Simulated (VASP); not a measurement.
Write the native input for VASP 6.6.1 that does the following.

```yaml
Task: single point
Functional: PBEsol
Potentials_or_basis: VASP PAW PBE potentials, release 64 (In_d, Se)
Cutoff: 520 eV
k_mesh: 9 × 4 × 4
Occupations: gaussian, width 0.03 eV
Spin: no spin polarisation
Dipole_correction: no
Further_INCAR_settings: ALGO = Normal; EDIFF = 1e-07; NBANDS = 69; ISYM = 0
```

The structure of InSe lies in POSCAR:

```
InSe
1.0
    1.9999996503     -3.4641010095      0.0000000000
    1.9999996503     -1.1547003365     -8.3166700000
    9.9999982516      3.4641010095      0.0000000000
In Se
6 6
Direct
    0.0000000000      0.0000000000      0.0000000000
    0.3333333333      0.0000000000      0.3333333333
    0.6666666667      0.0000000000      0.6666666667
    0.1496000000      0.6634000000      0.0374000000
    0.4829333333      0.6634000000      0.3707333333
    0.8162666667      0.6634000000      0.7040666667
    0.8206666667      0.1535000000      0.2051666667
    0.1540000000      0.1535000000      0.5385000000
    0.4873333333      0.1535000000      0.8718333333
    0.1066666667      0.5100000000      0.2766666667
    0.4400000000      0.5100000000      0.6100000000
    0.7733333333      0.5100000000      0.9433333333
```

These files were run (other wordings do the same):

INCAR

```
  ALGO = Normal
  EDIFF = 1E-7
  ENCUT = 520
  GGA = PS
  ISIF = 2
  ISMEAR = 0
  ISYM = 0
  LASPH = T
  LCHARG = T
  LELF = T
  LREAL = F
  LUSENCCL = F
  LVHAR = T
  LWAVE = F
  NBANDS = 69
  NELM = 100
  PREC = Accurate
  SIGMA = 0.03
```

KPOINTS

```
k-points
0
Gamma
  9 4 4
```

Potentials or basis: VASP PAW PBE potentials, release 64 (In_d, Se).

Command:

```sh
$ cat potpaw_PBE.64/In_d/POTCAR potpaw_PBE.64/Se/POTCAR > POTCAR
$ mpirun -np 1 vasp_std > vasp.out
```

It gave:

```json
{
  "Pressure": "0.3 GPa",
  "Largest force": "0.177 eV/Å",
  "Band gap on the k mesh": "0.28 eV"
}
```

Caveat: the PAW data sets were made with another functional, which shifts forces and pressure a little; spin-orbit coupling is left out, which moves the levels of the heavy elements; this functional lacks dispersion, which binds the layers, so the pressure and a relaxed spacing across them are unreliable.

Run time: 8.1 min on 1 × NVIDIA H100 80GB with 1 thread of AMD EPYC 7R13 Processor (Zen 3), with other jobs on the host, peak memory 2.3 GiB.
